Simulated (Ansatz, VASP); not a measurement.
# TiCo2 in VASP and in Ansatz

Contents of INCAR:

```
SYSTEM = TiCo2
PREC = Accurate
ENCUT = 520
EDIFF = 1E-6
ISMEAR = 0
SIGMA = 0.15
LREAL = .FALSE.
LASPH = .TRUE.
NELM = 80
ALGO = Fast
ISIF = 2
LWAVE = .FALSE.
LCHARG = .TRUE.
GGA = PS
LELF = .TRUE.
LVHAR = .TRUE.
NBANDS = 39
```

Contents of KPOINTS:

```
Automatic mesh
0
G
  12 12 12
  0 0 0
```

POSCAR

```
TiCo2
1.0
    0.0000000000      3.0142128540      3.2763183196
    3.0142128540      0.0000000000      3.2763183196
    3.0142128540      3.0142128540      0.0000000000
Ti Co
2 4
Direct
    0.5000000000      0.5000000000      0.5000000000
    0.7500000000      0.7500000000      0.7500000000
    0.1250000000      0.1250000000      0.1250000000
    0.6250000000      0.1250000000      0.1250000000
    0.1250000000      0.1250000000      0.6250000000
    0.1250000000      0.6250000000      0.1250000000
```

Input for Ansatz:

```yaml
crystal:
  lattice:
    - [0.0, 3.014212854, 3.2763183196]
    - [3.014212854, 0.0, 3.2763183196]
    - [3.014212854, 3.014212854, 0.0]
  atoms:
    - { symbol: Ti, position: [0.5, 0.5, 0.5] }
    - { symbol: Ti, position: [0.75, 0.75, 0.75] }
    - { symbol: Co, position: [0.125, 0.125, 0.125] }
    - { symbol: Co, position: [0.625, 0.125, 0.125] }
    - { symbol: Co, position: [0.125, 0.125, 0.625] }
    - { symbol: Co, position: [0.125, 0.625, 0.125] }
basis:
  ecutwfc: 420
kpoints:
  mp_grid: { grid: [12, 12, 12] }
hamiltonian:
  xc: pbesol
scf:
  occupations: { method: gaussian, width: 0.15 }
output:
  forces: true
  stress: true
  eigenvalues: true
```

Change from the starting cell: strain -0.080 along x and y, +0.000 along z, atoms carried along.

Alike in both runs: task single point; functional PBEsol; k mesh 12 × 12 × 12; occupations gaussian, width 0.15 eV; no spin polarisation.

|  | VASP | Ansatz |
| --- | --- | --- |
| version | VASP 6.6.1 | Ansatz 0.2.0 |
| potentials or method | VASP PAW PBE potentials, release 64 (Ti_sv, Co), cutoff 520 eV | scalar-relativistic, plane waves, PAW |
| valence electrons in the cell | 60 | 92 |

```tsv
	VASP	Ansatz	Ansatz less VASP
gap on the k mesh at the Fermi level (eV)	none	none	-
pressure (GPa)	54.9	56.7	+1.76
traceless stress, the component that is largest in VASP (GPa)	-16.49	-17.03	-0.539
```

VASP's potentials were made for PBE, not for PBEsol. A gap of «none» marks a metal or a gap that the smearing closes. Both programs put the cell under a high pressure, so it lies far from rest at this level. With one functional, cell and mesh, what is left measures potentials, basis and numerics. VASP's potentials hold 60 valence electrons a cell and Ansatz's 92, so a difference there can come from the potentials and not from the codes.
